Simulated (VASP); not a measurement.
Here is a VASP 6.6.1 calculation.

File POSCAR:

```
CdS
1.0
    4.2198018709      0.0000000029      0.0000000000
   -2.1099009380      3.6544556177      0.0000000000
    0.0000000000      0.0000000000      6.8561392600
Cd S
2 2
Direct
    0.3333333333      0.6666666667     -0.0009654500
    0.6666666667      0.3333333333      0.4990345500
    0.3333333333      0.6666666667      0.3759654500
    0.6666666667      0.3333333333      0.8759654500
```

The input INCAR.step1:

```
SYSTEM = CdS
ALGO     = Normal         ! electronic algorithm
EDIFF    = 1E-4           ! SCF threshold, eV
ENCUT    = 520            ! plane-wave cutoff, eV
GGA      = PE             ! functional
ISMEAR   = -1             ! smearing method
LASPH    = .True.         ! aspherical terms in the spheres
LCHARG   = .False.        ! write CHGCAR
LREAL    = .False.        ! projectors in reciprocal space
LWAVE    = .True.         ! write WAVECAR
NBANDS   = 26             ! bands
NELM     = 80             ! most SCF steps
PREC     = Accurate       ! precision mode
SIGMA    = 0.02           ! smearing width, eV
```

Contents of INCAR.step2:

```
SYSTEM = CdS
ALGO     = Normal         ! electronic algorithm
EDIFF    = 1E-6           ! SCF threshold, eV
ENCUT    = 520            ! plane-wave cutoff, eV
ISIF     = 2              ! what is computed and relaxed
ISMEAR   = -1             ! smearing method
ISTART   = 1            
LASPH    = .True.         ! aspherical terms in the spheres
LCHARG   = .True.         ! write CHGCAR
LELF     = .True.         ! ELF
LMIXTAU  = .True.       
LREAL    = .False.        ! projectors in reciprocal space
LVHAR    = .True.       
LWAVE    = .False.        ! write WAVECAR
METAGGA  = R2SCAN         ! meta-GGA
NBANDS   = 26             ! bands
NELM     = 80             ! most SCF steps
PREC     = Accurate       ! precision mode
SIGMA    = 0.02           ! smearing width, eV
```

KPOINTS

```
k-points
0
Gamma
  12 12 4
  0 0 0
```

Potentials or basis: VASP PAW PBE potentials, release 64 (Cd, S).

Launch:

```bash
$ cat potpaw_PBE.64/Cd/POTCAR potpaw_PBE.64/S/POTCAR > POTCAR
$ cp INCAR.step1 INCAR
$ mpirun -np 1 vasp_std > vasp.out
$ cp INCAR.step2 INCAR
$ mpirun -np 1 vasp_std > vasp.out
```

(1) Estimate the pressure.

(2) Estimate the band gap on the k mesh.

## Answers

(1) -1.9 GPa.

(2) 1.53 eV.

Caveat: the PAW data sets were made with another functional, which shifts forces and pressure a little.
